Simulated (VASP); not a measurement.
Crystal: SiC.

```
CELL_PARAMETERS angstrom
0.00000 2.09174 2.09174
2.09174 0.00000 2.09174
2.09174 2.09174 0.00000
ATOMIC_POSITIONS crystal
Si 0.00000 0.00000 0.00000
C 0.25000 0.25000 0.25000
```

| Property | Result |
| --- | --- |
| Program | VASP 6.6.1 |
| Task | relaxation of cell and atoms |
| Functional | PBEsol |
| Potentials or basis | VASP PAW PBE potentials, release 64 (Si, C) |
| Cutoff | 600 eV |
| k mesh | 8 × 8 × 8 |
| Occupations | fermi-dirac, width 0.03 eV |
| Spin | no spin polarisation |

At the start: pressure 34.4 GPa; volume 9.15 Å³/atom.

Q: How do energy, volume and symmetry change on relaxing?

A: Over 4 steps the energy falls by 116.6 meV/atom and the volume is 10.36 Å³/atom (+13.2 %); space group F-43m (No. 216, to 0.05 Å).

Step by step:
```csv
step,energy change (eV),largest force (eV/Å),pressure (GPa),volume (Å³)
1,0.0000,0.0000,34.40,18.30
2,0.0528,0.0000,-24.45,24.02
3,-0.2330,0.0000,-0.77,20.78
4,-0.2332,0.0000,-0.10,20.71
```

Final structure:
```cif
data_structure
_symmetry_space_group_name_H-M 'P 1'
_symmetry_Int_Tables_number 1
_cell_length_a 3.0826
_cell_length_b 3.0826
_cell_length_c 3.0826
_cell_angle_alpha 60.000
_cell_angle_beta 60.000
_cell_angle_gamma 60.000
_cell_volume 20.71
loop_
_atom_site_label
_atom_site_type_symbol
_atom_site_fract_x
_atom_site_fract_y
_atom_site_fract_z
_atom_site_occupancy
Si1 Si 0.00000 0.00000 0.00000 1
C1 C 0.25000 0.25000 0.25000 1
```

Caveat: the PAW data sets were made with another functional, which shifts forces and pressure a little.
